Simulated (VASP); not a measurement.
# WSe4 (Pm-3m) in VASP: further runs

The runs below take WSe4 through single point, with PBE.

Program: VASP 6.6.1. These are calculated values, not measurements. Logs are shortened: lines on timing, memory, paths and dates and some standing lists are left out, and cuts for length are marked.

**1. The cell of the first run**

It takes space group Pm-3m (No. 221, cubic). Conventional cell: a = 4.955 Å, b = 4.955 Å, c = 4.955 Å, α = 90.00°, β = 90.00°, γ = 90.00°. W (site symmetry m-3m) has 20 Se at 3.50 to 4.29 Å within 4.6 Å. Within 3.3 Å of Se (site symmetry m-3m) lie 6 Se at 2.48 Å. Within 3.3 Å of Se (site symmetry 4/mmm) lie 2 Se at 2.48 Å.

**2. Single point, PBE**

INCAR reads:

```
PREC = Accurate
ENCUT = 520
EDIFF = 1E-6
ISMEAR = 0
SIGMA = 0.1
LREAL = F
LASPH = T
NELM = 100
ALGO = Normal
ISIF = 2
LWAVE = F
LCHARG = T
GGA = PE
LELF = T
LVHAR = T
NBANDS = 27
```

KPOINTS reads:

```
regular mesh
0
Gamma
  4 4 4
```

POSCAR reads:

```
WSe4
1.0
    4.9554599900      0.0000000000      0.0000000000
    0.0000000000      4.9554599900      0.0000000000
    0.0000000000      0.0000000000      4.9554599900
W Se
1 4
Direct
    0.0000000000      0.0000000000      0.0000000000
    0.5000000000      0.5000000000      0.5000000000
    0.0000000000      0.5000000000      0.5000000000
    0.5000000000      0.0000000000      0.5000000000
    0.5000000000      0.5000000000      0.0000000000
```

Potentials or basis: VASP PAW PBE potentials, release 64 (W_sv, Se).

The run is started by

```bash
> cat potpaw_PBE.64/W_sv/POTCAR potpaw_PBE.64/Se/POTCAR > POTCAR
> mpirun -np 1 vasp_std > vasp.out
```

OUTCAR:

```text
PREC = Accurate
   ENCUT = 520
   EDIFF = 1E-6
   ISMEAR = 0
   LREAL = F
   LASPH = T
   NELM = 100
   ISIF = 2
   GGA = PE

 ion  position               nearest neighbor table
   1  0.000  0.000  0.000-
   2  0.500  0.500  0.500-   3 2.48   4 2.48   5 2.48   5 2.48   4 2.48   3 2.48
   3  0.000  0.500  0.500-   2 2.48   2 2.48
   4  0.500  0.000  0.500-   2 2.48   2 2.48
   5  0.500  0.500  0.000-   2 2.48   2 2.48

  LATTYP: Found a simple cubic cell.
 ALAT       =     4.9554599900

  Lattice vectors:

 A1 = (   4.9554599900,   0.0000000000,   0.0000000000)
 A2 = (   0.0000000000,   4.9554599900,   0.0000000000)
 A3 = (   0.0000000000,   0.0000000000,   4.9554599900)

Analysis of symmetry for initial positions (statically):
=====================================================================
 Subroutine PRICEL returns:
 Original cell was already a primitive cell.

 Routine SETGRP: Setting up the symmetry group for a
 simple cubic supercell.

 Subroutine GETGRP returns: Found 48 space group operations
 (whereof 48 operations were pure point group operations)
 out of a pool of 48 trial point group operations.

The static configuration has the point symmetry O_h .

Analysis of symmetry for dynamics (positions and initial velocities):
=====================================================================
 Subroutine PRICEL returns:
 Original cell was already a primitive cell.

 Routine SETGRP: Setting up the symmetry group for a
 simple cubic supercell.

 Subroutine GETGRP returns: Found 48 space group operations
 (whereof 48 operations were pure point group operations)
 out of a pool of 48 trial point group operations.

The dynamic configuration has the point symmetry O_h .

 Subroutine INISYM returns: Found 48 space group operations
 (whereof 48 operations are pure point group operations),
 and found     1 'primitive' translations

----------------------------------------------------------------------------------------

                                     Primitive cell

  volume of cell :     121.6892

  direct lattice vectors                    reciprocal lattice vectors
     4.955459990  0.000000000  0.000000000     0.201797614  0.000000000  0.000000000
     0.000000000  4.955459990  0.000000000     0.000000000  0.201797614  0.000000000
     0.000000000  0.000000000  4.955459990     0.000000000  0.000000000  0.201797614

  length of vectors
     4.955459990  4.955459990  4.955459990     0.201797614  0.201797614  0.201797614

  position of ions in fractional coordinates (direct lattice)
     0.000000000  0.000000000  0.000000000
     0.500000000  0.500000000  0.500000000
     0.000000000  0.500000000  0.500000000
     0.500000000  0.000000000  0.500000000
     0.500000000  0.500000000  0.000000000

  ion indices of the primitive-cell ions
   primitive index   ion index
                 1           1
                 2           2
                 3           3
                 4           4
                 5           5

----------------------------------------------------------------------------------------

 KPOINTS: regular mesh

Automatic generation of k-mesh.
 Grid dimensions read from file:
 generate k-points for:    4    4    4

 Generating k-lattice:

  Cartesian coordinates                     Fractional coordinates (reciprocal lattice)
     0.050449403  0.000000000  0.000000000     0.250000000  0.000000000  0.000000000
     0.000000000  0.050449403  0.000000000     0.000000000  0.250000000  0.000000000
     0.000000000  0.000000000  0.050449403     0.000000000  0.000000000  0.250000000

  Length of vectors
     0.050449403  0.050449403  0.050449403

  Shift w.r.t. Gamma in fractional coordinates (k-lattice)
     0.000000000  0.000000000  0.000000000

 Subroutine IBZKPT returns following result:
 ===========================================

 Found     10 irreducible k-points:

 Following reciprocal coordinates:
            Coordinates               Weight
  0.000000  0.000000  0.000000      1.000000
  0.250000  0.000000  0.000000      6.000000
  0.500000  0.000000  0.000000      3.000000
  0.250000  0.250000  0.000000     12.000000
  0.500000  0.250000  0.000000     12.000000
  0.500000  0.500000  0.000000      3.000000
  0.250000  0.250000  0.250000      8.000000
  0.500000  0.250000  0.250000     12.000000
  0.500000  0.500000  0.250000      6.000000
  0.500000  0.500000  0.500000      1.000000
   k-points           NKPTS =     10   k-points in BZ     NKDIM =     10   number of bands    NBANDS=     27
   number of dos      NEDOS =    301   number of ions     NIONS =      5
   total plane-waves  NPLWV =  64000
   dimension x,y,z NGX =    40 NGY =   40 NGZ =   40
   dimension x,y,z NGXF=    80 NGYF=   80 NGZF=   80
   ions per type =               1   4
   NGX,Y,Z   is equivalent  to a cutoff of  13.42, 13.42, 13.42 a.u.
   NGXF,Y,Z  is equivalent  to a cutoff of  26.84, 26.84, 26.84 a.u.
 SYSTEM =  unknown system
   PREC   = accura    normal or accurate (medium, high low for compatibility)
   ISTART =      0    job   : 0-new  1-cont  2-samecut
   ICHARG =      2    charge: 1-file 2-atom 10-const
   ISPIN  =      1    spin polarized calculation?
   LNONCOLLINEAR =      F non collinear calculations
   LSORBIT =      F    spin-orbit coupling
   LASPH  =      T    aspherical Exc in radial PAW
   ENCUT  =  520.0 eV  38.22 Ry    6.18 a.u.   9.21  9.21  9.21*2*pi/ulx,y,z
   NELM   =    100;   NELMIN=  2; NELMDL= -5     # of ELM steps
   EDIFF  = 0.1E-05   stopping-criterion for ELM
   LREAL  =      F    real-space projection
   EDIFFG = 0.1E-04   stopping-criterion for IOM
   NSW    =      0    number of steps for IOM
   IBRION =     -1    ionic relax: 0-MD 1-quasi-New 2-CG
   NFREE  =      0    steps in history (QN), initial steepest desc. (CG)
   ISIF   =      2    stress and relaxation
   ISYM   =      2    0-nonsym 1-usesym 2-fastsym
   POTIM  = 0.5000    time-step for ionic-motion
   TEBEG  =    0.0;   TEEND  =   0.0 temperature during run
   PSTRESS=    0.0 pullay stress
   NELECT =      38.0000    total number of electrons
   NUPDOWN=      -1.0000    fix difference up-down
   EMIN   =  10.00;   EMAX   =-10.00  energy-range for DOS
   EFERMI =   0.00;   METHOD = LEGACY
   ISMEAR =     0;   SIGMA  =   0.10  broadening in eV -4-tet -1-fermi 0-gaus
   EFERMI_NEDOS =   21; number of points for ismear=-14 and -15
   IALGO  =     38    algorithm
   IMIX   =      4    mixing-type and parameters
     AMIX     =   0.40;   BMIX     =  1.00
     AMIX_MAG =   1.60;   BMIX_MAG =  1.00
  volume/ion in A,a.u.               =      24.34       164.24
  Fermi-wavevector in a.u.,A,eV,Ry     =   1.110671  2.098864 16.784009  1.233590
  Thomas-Fermi vector in A             =   2.247225
   LORBIT       =      0    0 simple, 1 ext, 2 COOP (PROOUT), +10 PAW based schemes
   GGA     = PE    functional components
   LHFCALC =     F    Hartree Fock is set to
   AEXX    =    0.0000 exact exchange contribution
   IVDW    =     0    specifies the selected vdW correction
   LEPSILON=     F    determine dielectric tensor
   LRPA    =     F    only Hartree local field effects (RPA)
 non-spin polarized calculation
 Gauss-broadening in eV      SIGMA  =   0.10
  energy-cutoff  :      520.00
  volume of cell :      121.69
 maximum number of plane-waves:      3328
 NGX is ok and might be reduce to    40
   NGX = 19   NGY = 19   NGZ = 19

 number of electron      38.0000002 magnetization

 Free energy of the ion-electron system (eV)
  ---------------------------------------------------
  ext. energy  EPLUGINS =         0.00000000
  ---------------------------------------------------
  free energy    TOTEN  =       -19.26886727 eV

  energy without entropy =      -19.24358737  energy(sigma->0) =      -19.25622732

 E-fermi :   4.3560     XC(G=0):  -9.9319

 val. band max:        4.3558487591   @ k =   0.5000   0.5000   0.5000
 cond. band min:       4.4066444668   @ k =   0.5000   0.2500   0.0000
 fundamental gap:      0.0507957077
 Fermi energy:         4.3560445790

 k-point     1 :       0.0000    0.0000    0.0000
  band No.  band energies     occupation
      1     -70.6855      2.00000
      2     -34.7580      2.00000
      3     -34.7580      2.00000
      4     -34.7580      2.00000
      5     -12.3371      2.00000
      6      -8.0356      2.00000
[... 19 lines left out ...]
     26       9.5865      0.00000
     27      10.4129      0.00000

 k-point     2 :       0.2500    0.0000    0.0000
  band No.  band energies     occupation
      1     -70.6855      2.00000
      2     -34.7583      2.00000
      3     -34.7580      2.00000
      4     -34.7580      2.00000
      5     -12.1530      2.00000
      6      -8.5499      2.00000
[... 19 lines left out ...]
     26       9.7920      0.00000
     27      10.0856      0.00000

 k-point     3 :       0.5000    0.0000    0.0000
  band No.  band energies     occupation
      1     -70.6855      2.00000
      2     -34.7585      2.00000
      3     -34.7580      2.00000
      4     -34.7580      2.00000
      5     -11.9202      2.00000
      6      -9.1151      2.00000
[... 19 lines left out ...]
     26       9.3197      0.00000
     27      10.0939      0.00000

 k-point     4 :       0.2500    0.2500    0.0000
  band No.  band energies     occupation
      1     -70.6855      2.00000
      2     -34.7583      2.00000
      3     -34.7582      2.00000
      4     -34.7580      2.00000
      5     -11.9586      2.00000
      6      -8.6135      2.00000
[... 19 lines left out ...]
     26       9.3230      0.00000
     27       9.7627      0.00000

 k-point     5 :       0.5000    0.2500    0.0000
  band No.  band energies     occupation
      1     -70.6855      2.00000
      2     -34.7585      2.00000
      3     -34.7582      2.00000
      4     -34.7580      2.00000
      5     -11.7078      2.00000
      6      -9.0793      2.00000
[... 19 lines left out ...]
     26       9.1202      0.00000
     27       9.2320      0.00000

 k-point     6 :       0.5000    0.5000    0.0000
  band No.  band energies     occupation
      1     -70.6855      2.00000
      2     -34.7585      2.00000
      3     -34.7585      2.00000
      4     -34.7579      2.00000
      5     -11.4224      2.00000
      6      -9.0426      2.00000
[... 19 lines left out ...]
     26       8.3271      0.00000
     27      10.2937      0.00000

 k-point     7 :       0.2500    0.2500    0.2500
  band No.  band energies     occupation
      1     -70.6855      2.00000
      2     -34.7582      2.00000
      3     -34.7582      2.00000
      4     -34.7582      2.00000
      5     -11.7503      2.00000
      6      -8.5949      2.00000
[... 19 lines left out ...]
     26       7.8392      0.00000
     27       8.4629      0.00000

 k-point     8 :       0.5000    0.2500    0.2500
  band No.  band energies     occupation
      1     -70.6855      2.00000
      2     -34.7585      2.00000
      3     -34.7582      2.00000
      4     -34.7582      2.00000
      5     -11.4739      2.00000
      6      -9.0520      2.00000
[... 19 lines left out ...]
     26       7.9552      0.00000
     27       9.4044      0.00000

 k-point     9 :       0.5000    0.5000    0.2500
  band No.  band energies     occupation
      1     -70.6855      2.00000
      2     -34.7584      2.00000
      3     -34.7584      2.00000
      4     -34.7582      2.00000
      5     -11.1447      2.00000
      6      -9.0241      2.00000
[... 19 lines left out ...]
     26       7.6388      0.00000
     27      10.3500      0.00000

 k-point    10 :       0.5000    0.5000    0.5000
  band No.  band energies     occupation
      1     -70.6855      2.00000
      2     -34.7584      2.00000
      3     -34.7584      2.00000
      4     -34.7584      2.00000
      5     -10.7024      2.00000
      6      -9.0054      2.00000
[... 19 lines left out ...]
     26       4.8889      0.00000
     27      11.8193      0.00000

------------------------ aborting loop because EDIFF is reached ----------------------------------------

  FORCE on cell =-STRESS in cart. coord.  units (eV):
  Direction    XX          YY          ZZ          XY          YZ          ZX
  --------------------------------------------------------------------------------------
  -------------------------------------------------------------------------------------
  Total       -2.1222144     -2.1222144     -2.1222144      0.0000000      0.0000000     -0.0000000
  in kB      -27.9413838    -27.9413838    -27.9413838      0.0000000      0.0000000     -0.0000000
  external PRESSURE =     -27.9413838 kB  Pullay stress =       0.0000000 kB

 VOLUME and BASIS-vectors are now :
 -----------------------------------------------------------------------------
  energy-cutoff  :      520.00
  volume of cell :      121.69
      direct lattice vectors                 reciprocal lattice vectors
     4.955459990  0.000000000  0.000000000     0.201797614  0.000000000  0.000000000
     0.000000000  4.955459990  0.000000000     0.000000000  0.201797614  0.000000000
     0.000000000  0.000000000  4.955459990     0.000000000  0.000000000  0.201797614

 POSITION                                       TOTAL-FORCE (eV/Angst)
 -----------------------------------------------------------------------------------
      0.00000      0.00000      0.00000         0.000000      0.000000      0.000000
      2.47773      2.47773      2.47773         0.000000      0.000000      0.000000
      0.00000      2.47773      2.47773         0.000000      0.000000      0.000000
      2.47773      0.00000      2.47773         0.000000      0.000000      0.000000
      2.47773      2.47773      0.00000         0.000000      0.000000      0.000000
 -----------------------------------------------------------------------------------
    total drift:                                0.000000     -0.000000     -0.000000

  FREE ENERGIE OF THE ION-ELECTRON SYSTEM (eV)
  ---------------------------------------------------
  free  energy   TOTEN  =       -19.2688672693 eV

  energy  without entropy=      -19.2435873684  energy(sigma->0) =      -19.25622732
```

Wall time 55 s (1 thread of AMD EPYC 7R43 (Zen 3), shared host); peak memory 0.21 GiB.

What came out:

- Free energy: -19.2689 eV
- Pressure: -2.8 GPa
- Band gap on the k mesh: zero (band 19 reaches 4.47 eV, above the bottom of band 20 at 3.83 eV)

Caveat: spin-orbit coupling is left out, which moves the levels of the heavy elements.

**3. Single point, PBE, collinear spin, ferrimagnetic start**

INCAR reads:

```
PREC     = Accurate       # precision mode
ENCUT    = 520            # plane-wave cutoff, eV
EDIFF    = 1E-6           # SCF threshold, eV
ISMEAR   = 0              # smearing method
SIGMA    = 0.1            # smearing width, eV
LREAL    = False          # projectors in reciprocal space
LASPH    = True           # aspherical terms in the spheres
NELM     = 150            # most SCF steps
ALGO     = Normal         # electronic algorithm
ISIF     = 2              # what is computed and relaxed
LWAVE    = False          # write WAVECAR
LCHARG   = False          # write CHGCAR
ISPIN    = 2              # spin polarisation
MAGMOM   = 3.57 -0.05 -0.25 -0.25 -0.25 # initial moments
LORBIT   = 11             # projections on sites
LMAXMIX  = 4              # l up to which the mixer works
GGA      = PE             # functional
NBANDS   = 31             # bands
```

KPOINTS reads:

```
Automatic mesh
0
Gamma
  4 4 4
```

POSCAR is that of step 2.

Potentials or basis: VASP PAW PBE potentials, release 64 (W_sv, Se).

The run is started by

```bash
> cat potpaw_PBE.64/W_sv/POTCAR potpaw_PBE.64/Se/POTCAR > POTCAR
> mpirun -np 1 vasp_std > vasp.out
```

It took 2.1 min on 1 thread of AMD EPYC 7R43 (Zen 3), shared host; peak memory 0.27 GiB.

Results (log left out):

```
Free energy                                           : -20.0089 eV
Pressure                                              : 0.6 GPa
Net moment                                            : 2.62 μB per cell
Site moments                                          : W +2.83; Se -0.04, -0.24 μB
Valence electrons inside the program's atomic spheres : W 11.44; Se 3.88, 3.73
```

Levels at points of the mesh, in eV from the Fermi level:
Spin up:
| k point | band 17 | band 18 | band 19 | band 20 | band 21 | band 22 | band 23 | band 24 |
| --- | --- | --- | --- | --- | --- | --- | --- | --- |
| (0.00, 0.00, 0.00) | -1.25 | -1.08 | -1.08 | -1.08 | -1.02 | -1.02 | -1.02 | 5.39 |
| (0.50, 0.00, 0.00) | -1.55 | -1.03 | -0.84 | -0.64 | 0.53 | 0.68 | 0.68 | 2.82 |
| (0.50, 0.50, 0.00) | -1.12 | -1.03 | -0.66 | -0.66 | 0.45 | 0.45 | 0.53 | 0.98 |
| (0.50, 0.50, 0.50) | -1.23 | -0.83 | -0.83 | -0.83 | -0.82 | -0.82 | 0.50 | 0.50 |
Spin down:
```csv
k point,band 13,band 14,band 15,band 16,band 17,band 18,band 19,band 20,band 21,band 22
"(0.00, 0.00, 0.00)",-1.45,-1.45,-1.38,-1.38,-1.38,0.20,0.89,0.89,0.98,0.98
"(0.50, 0.00, 0.00)",-2.42,-2.33,-1.70,-1.70,-1.06,-0.99,1.12,1.60,2.17,2.21
"(0.50, 0.50, 0.00)",-2.63,-2.63,-1.65,-0.70,-0.70,-0.44,-0.20,1.21,1.77,2.13
"(0.50, 0.50, 0.50)",-1.61,-1.28,-1.28,-1.28,-0.10,0.10,0.10,0.10,0.65,1.26
```

Caveat: spin-orbit coupling is left out, which moves the levels of the heavy elements.
